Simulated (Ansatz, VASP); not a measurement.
**SnO2 in VASP and in Ansatz**

Contents of INCAR:

```
ALGO = Normal
EDIFF = 1E-6
ENCUT = 520
GGA = CA
ISIF = 2
ISMEAR = 0
LASPH = True
LCHARG = False
LREAL = False
LWAVE = False
NBANDS = 64
NELM = 80
PREC = Accurate
SIGMA = 0.02
```

KPOINTS

```
k-points
0
Gamma
  6 6 6
```

POSCAR

```
SnO2
1.0
   -3.1988739584      3.3603908119      3.3603909759
    3.1988739584     -3.3603908119      3.3603909759
    3.1988739584      3.3603908119     -3.3603909759
Sn O
4 8
Direct
    0.9999970732      0.2499970732      0.7500000000
    0.0000029268      0.7500029268      0.2500000000
    0.5000000000      0.5000000000      0.5000000000
    0.5000000000      0.0000000000      0.0000000000
    0.1936664150      0.1936684459      0.5000020310
    0.6936689660      0.7500025592      0.9436664068
    0.1936664150      0.6936643840      0.9999979690
    0.3063361524      0.7500025592      0.5563335932
    0.6936638476      0.2499974408      0.4436664068
    0.3063310340      0.2499974408      0.0563335932
    0.8063335850      0.3063356160      0.0000020310
    0.8063335850      0.8063315541      0.4999979690
```

Input for Ansatz:

```yaml
crystal:
  lattice:
    - [-3.1988739584, 3.3603908119, 3.3603909759]
    - [3.1988739584, -3.3603908119, 3.3603909759]
    - [3.1988739584, 3.3603908119, -3.3603909759]
  atoms:
    - { symbol: Sn, position: [0.9999970732, 0.2499970732, 0.75] }
    - { symbol: Sn, position: [2.9268e-06, 0.7500029268, 0.25] }
    - { symbol: Sn, position: [0.5, 0.5, 0.5] }
    - { symbol: Sn, position: [0.5, 0.0, 0.0] }
    - { symbol: O, position: [0.193666415, 0.1936684459, 0.500002031] }
    - { symbol: O, position: [0.693668966, 0.7500025592, 0.9436664068] }
    - { symbol: O, position: [0.193666415, 0.693664384, 0.999997969] }
    - { symbol: O, position: [0.3063361524, 0.7500025592, 0.5563335932] }
    - { symbol: O, position: [0.6936638476, 0.2499974408, 0.4436664068] }
    - { symbol: O, position: [0.306331034, 0.2499974408, 0.0563335932] }
    - { symbol: O, position: [0.806333585, 0.306335616, 2.031e-06] }
    - { symbol: O, position: [0.806333585, 0.8063315541, 0.499997969] }
basis:
  ecutwfc: 420
kpoints:
  mp_grid: { grid: [6, 6, 6] }
  band_path: { path: [VBM, CBM], npoints: 2 }
hamiltonian:
  xc: lda
scf:
  occupations: { method: gaussian, width: 0.02 }
output:
  forces: true
  stress: true
  eigenvalues: true
checkpoint:
  read: start.run
  write: ck
  compress: false
  write_wavefunctions: false
  write_every: 100000
```

Alike in both runs: task single point; functional LDA; k mesh 6 × 6 × 6; occupations gaussian, width 0.02 eV; no spin polarisation.

|  | VASP | Ansatz |
| --- | --- | --- |
| version | VASP 6.6.1 | Ansatz 0.2.0 |
| potentials or method | VASP PAW LDA potentials, release 64 (Sn_d, O), cutoff 520 eV | scalar-relativistic, plane waves, PAW |
| valence electrons in the cell | 104 | 104 |

Ansatz gave:

| Item | Value |
| --- | --- |
| gap on the k mesh at the Fermi level (eV) | 1.00 |
| least direct gap on the mesh (eV) | 1.00 |
| pressure (GPa) | -3.0 |
| traceless stress, the component that is largest in VASP (GPa) | 0.00 |
| rms of the force components (eV/Å) | 0.000 |

Q: What did VASP give for the same quantities?

A: gap on the k mesh at the Fermi level (eV): 1.03; least direct gap on the mesh (eV): 1.03; pressure (GPa): -2.0; traceless stress, the component that is largest in VASP (GPa): 0.31; rms of the force components (eV/Å): 0.011.

LDA's correlation is that of Perdew and Zunger in VASP and of Perdew and Wang (1992) in Ansatz. Atom by atom the forces differ by 0.011 eV/Å (rms over components). Ansatz's warnings: structure snapped to symmetry.
